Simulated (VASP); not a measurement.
A run of VASP 6.6.1 is set up as follows.

The input INCAR:

```
ALGO     = Normal         # electronic algorithm
EDIFF    = 1E-7           # SCF threshold, eV
ENCUT    = 520            # plane-wave cutoff, eV
GGA      = PE             # functional
ISIF     = 2              # what is computed and relaxed
ISMEAR   = -1             # smearing method
LASPH    = T              # aspherical terms in the spheres
LCHARG   = F              # write CHGCAR
LREAL    = F              # projectors in reciprocal space
LWAVE    = F              # write WAVECAR
NBANDS   = 17             # bands
NELM     = 80             # most SCF steps
PREC     = Accurate       # precision mode
SIGMA    = 0.02           # smearing width, eV
```

File KPOINTS:

```
k-points
0
Gamma
  6 6 6
```

POSCAR

```
SnTe
1.0
    0.0000000000      3.2700877205      3.2700877205
    3.2700877205      0.0000000000      3.2700877205
    3.2700877205      3.2700877205      0.0000000000
Sn Te
1 1
Direct
    0.0000000000      0.0000000000      0.0000000000
    0.5000000000      0.5000000000      0.5000000000
```

Potentials or basis: VASP PAW PBE potentials, release 64 (Sn_d, Te).

The run is started by

```sh
$ cat potpaw_PBE.64/Sn_d/POTCAR potpaw_PBE.64/Te/POTCAR > POTCAR
$ mpirun -np 1 vasp_std > vasp.out
```

Predict the pressure.

-2.1 GPa.

Predict the band gap on the k mesh.

0.21 eV.

Caveat: spin-orbit coupling is left out, which moves the levels of the heavy elements. A k mesh can miss the band edges.
